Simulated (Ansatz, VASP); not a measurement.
# Two plane-wave programs on CdI2

The input POSCAR:

```
CdI2
1.0
    4.2483568955      0.0000000000      0.0000000000
   -2.1241784478      3.6791849958      0.0000000000
    0.0000000000      0.0000000000      6.8844152040
Cd I
1 2
Direct
    0.0000000000      0.0000000000      0.0000000000
    0.3333333333      0.6666666667      0.2495592320
    0.6666666667      0.3333333333      0.7504407680
```

INCAR.step1

```
PREC = Accurate
ENCUT = 400
EDIFF = 1E-5
ISMEAR = 0
SIGMA = 0.01
LREAL = F
LASPH = T
NELM = 120
ALGO = Normal
ISIF = 2
LWAVE = T
NBANDS = 20
GGA = PE
GGA_COMPAT = F
```

File INCAR.step2:

```
PREC = Accurate
ENCUT = 400
EDIFF = 1E-6
ISMEAR = 0
SIGMA = 0.01
LREAL = F
LASPH = T
NELM = 120
ALGO = Normal
ISIF = 2
LWAVE = F
LCHARG = T
GGA = PE
LHFCALC = T
AEXX = 1.0
HFSCREEN = 0.5
PRECFOCK = Normal
LELF = T
LVHAR = T
NBANDS = 20
ISTART = 1
ALDAC = 1.0
AGGAC = 1.0
GGA_COMPAT = F
```

Contents of KPOINTS:

```
Automatic mesh
0
Gamma
  6 6 2
```

Input for Ansatz:

```yaml
crystal:
  lattice:
    - [4.2483568955, 0.0, 0.0]
    - [-2.1241784478, 3.6791849958, 0.0]
    - [0.0, 0.0, 6.884415204]
  atoms:
    - { symbol: Cd, position: [0.0, 0.0, 0.0] }
    - { symbol: I, position: [0.3333333333, 0.6666666667, 0.249559232] }
    - { symbol: I, position: [0.6666666667, 0.3333333333, 0.750440768] }
kpoints:
  mp_grid: { grid: [6, 6, 2] }
hamiltonian:
  xc: { exchange: pbe, correlation: pbe, exx: { coeff: 1.0, omega: 0.5 } }
scf:
  occupations: { method: fixed }
  n_extra_bands: 4
output:
  forces: true
  stress: true
  eigenvalues: true
```

Alike in both runs: task single point; functional PBE-based screened hybrid with a share of 1.0 of exact exchange and HFSCREEN = 0.5; k mesh 6 × 6 × 2; no spin polarisation.

|  | VASP | Ansatz |
| --- | --- | --- |
| version | VASP 6.6.1 | Ansatz 0.2.0 |
| potentials or method | VASP PAW PBE potentials, release 64 (Cd, I) | plane waves |
| plane-wave cutoff (eV) | 400 | 420 |
| occupations | gaussian, width 0.01 eV | fixed |
| valence electrons in the cell | 26 | 54 |

|  | VASP | Ansatz | Ansatz less VASP |
| --- | --- | --- | --- |
| gap on the k mesh at the Fermi level (eV) | 4.47 | 4.48 | +0.005 |
| pressure (GPa) | -0.3 | 0.0 | +0.29 |
| traceless stress, the component that is largest in VASP (GPa) | -0.19 | -0.19 | +0.005 |
| rms of the force components (eV/Å) | 0.093 | 0.096 | +0.0023 |

VASP's potentials were made for PBE, not for PBE-based screened hybrid. Atom by atom the forces differ by 0.002 eV/Å (rms over components). VASP's potentials hold 26 valence electrons a cell and Ansatz's 54, so a difference there can come from the potentials and not from the codes. Ansatz's warnings: stress exchange threshold loose, stress scf threshold loose.

The k mesh is coarse, so the values compare programs but aren't converged. Spin-orbit coupling is off throughout.
